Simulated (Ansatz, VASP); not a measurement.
S: VASP beside Ansatz

Contents of INCAR:

```
SYSTEM = S
PREC = Accurate ; ENCUT = 520
EDIFF = 1E-7 ; ISMEAR = 0
SIGMA = 0.1 ; LREAL = .False.
LASPH = .True. ; NELM = 80
ALGO = Normal ; ISIF = 2
LWAVE = .False. ; LCHARG = .False.
GGA = PE ; NBANDS = 9
```

Contents of KPOINTS:

```
Automatic mesh
0
Gamma
  6 6 4
  0 0 0
```

File POSCAR:

```
S
1.0
    2.6789616700      0.0000000000      0.0000000000
    0.0000000000      2.9497501400      0.0000000000
    0.0000000000      0.0000000000      3.7679419100
S
1
Direct
    0.5000000000      0.0000000000      0.0000000000
```

Input for Ansatz:

```yaml
crystal:
  lattice:
    - [2.67896167, 0.0, 0.0]
    - [0.0, 2.94975014, 0.0]
    - [0.0, 0.0, 3.76794191]
  atoms:
    - { symbol: S, position: [0.5, 0.0, 0.0] }
basis:
  ecutwfc: 420
kpoints:
  mp_grid: { grid: [6, 6, 4] }
hamiltonian:
  xc: pbe
scf:
  occupations: { method: gaussian, width: 0.1 }
  lower_state_search: "off"
output:
  forces: true
  stress: true
  eigenvalues: true
```

Alike in both runs: task single point; functional PBE; k mesh 6 × 6 × 4; occupations gaussian, width 0.1 eV; no spin polarisation.

```csv
,VASP,Ansatz
version,VASP 6.6.1,Ansatz 0.2.0
potentials or method,"VASP PAW PBE potentials, release 64 (S), cutoff 520 eV","scalar-relativistic, plane waves, PAW"
valence electrons in the cell,6,6
```

|  | VASP | Ansatz | Ansatz less VASP |
| --- | --- | --- | --- |
| gap on the k mesh at the Fermi level (eV) | none | none | - |
| pressure (GPa) | -12.6 | -12.6 | +0.04 |
| traceless stress, the component that is largest in VASP (GPa) | -13.94 | -13.93 | +0.009 |

A gap of «none» marks a metal or a gap that the smearing closes. With one functional, cell and mesh, what is left measures potentials, basis and numerics.

The k mesh is coarse, so the values compare programs but aren't converged.
